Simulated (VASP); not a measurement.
Here is a VASP 6.6.1 calculation.

File INCAR:

```
  PREC = Accurate
  ENCUT = 520
  EDIFF = 1E-6
  ISMEAR = -1
  SIGMA = 0.1
  LREAL = False
  LASPH = True
  NELM = 80
  ALGO = Normal
  ISIF = 2
  LWAVE = False
  LCHARG = True
  GGA = B5
  ALDAX = 1.0
  AGGAX = 1.0
  AGGAC = 1.0
  ALDAC = 0.0
  LELF = True
  LVHAR = True
  NBANDS = 26
```

File KPOINTS:

```
regular mesh
0
Gamma
  8 8 10
```

The input POSCAR:

```
In
1.0
    5.5863834766      0.0000000000      0.0000000000
   -2.7931917384      4.8379500060      0.0000000000
    0.0000000000      0.0000000000      3.4951643125
In
3
Direct
    0.0000000000      0.0000000000      0.0000000000
    0.3333333333      0.6666666667      0.5000000000
    0.6666666667      0.3333333333      0.5000000000
```

Potentials or basis: VASP PAW PBE potentials, release 64 (In_d).

Command:

```bash
$ cat potpaw_PBE.64/In_d/POTCAR > POTCAR
$ mpirun -np 1 vasp_std > vasp.out
```

Question: Predict the pressure.

Answer: 0.1 GPa.

Question: Estimate the band gap on the k mesh.

Answer: Zero (an odd number of electrons rules out a gap without spin polarisation).

Stress tensor (GPa, compression positive):
```
 0.23  0.00  0.00
 0.00  0.23  0.00
 0.00  0.00 -0.02
```

Caveat: the PAW data sets were made with another functional, which shifts forces and pressure a little; spin-orbit coupling is left out, which moves the levels of the heavy elements.
